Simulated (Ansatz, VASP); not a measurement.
Two plane-wave programs on Ca

File INCAR:

```
SYSTEM = Ca
PREC = Accurate ; ENCUT = 520
EDIFF = 1E-7 ; ISMEAR = 0
SIGMA = 0.1 ; LREAL = .False.
LASPH = .True. ; NELM = 100
ALGO = Fast ; ISIF = 2
LWAVE = .False. ; LCHARG = .False.
GGA = PE ; NBANDS = 11
```

KPOINTS

```
Automatic mesh
0
Gamma
  14 14 14
  0 0 0
```

The input POSCAR:

```
Ca
1.0
    0.0000000000      2.7210199020      2.7210199020
    2.7210199020      0.0000000000      2.7210199020
    2.7210199020      2.7210199020      0.0000000000
Ca
1
Direct
    0.0000000000      0.0000000000      0.0000000000
```

Input for Ansatz:

```yaml
crystal:
  lattice:
    - [0.0, 2.721019902, 2.721019902]
    - [2.721019902, 0.0, 2.721019902]
    - [2.721019902, 2.721019902, 0.0]
  atoms:
    - { symbol: Ca, position: [0.0, 0.0, 0.0] }
basis:
  ecutwfc: 420
kpoints:
  mp_grid: { grid: [14, 14, 14] }
hamiltonian:
  xc: pbe
scf:
  occupations: { method: gaussian, width: 0.1 }
output:
  forces: true
  stress: true
  eigenvalues: true
  write_density: true
  write_potential: true
  elf: true
  volumetric_format: npy
```

Alike in both runs: task single point; functional PBE; k mesh 14 × 14 × 14; occupations gaussian, width 0.1 eV; no spin polarisation.

|  | VASP | Ansatz |
| --- | --- | --- |
| version | VASP 6.6.1 | Ansatz 0.2.0 |
| potentials or method | VASP PAW PBE potentials, release 64 (Ca_sv), cutoff 520 eV | scalar-relativistic, plane waves, PAW |
| valence electrons in the cell | 10 | 10 |

|  | VASP | Ansatz | Ansatz less VASP |
| --- | --- | --- | --- |
| gap on the k mesh at the Fermi level (eV) | none | none | - |
| pressure (GPa) | 0.9 | 0.9 | -0.01 |

A gap of «none» marks a metal or a gap that the smearing closes.
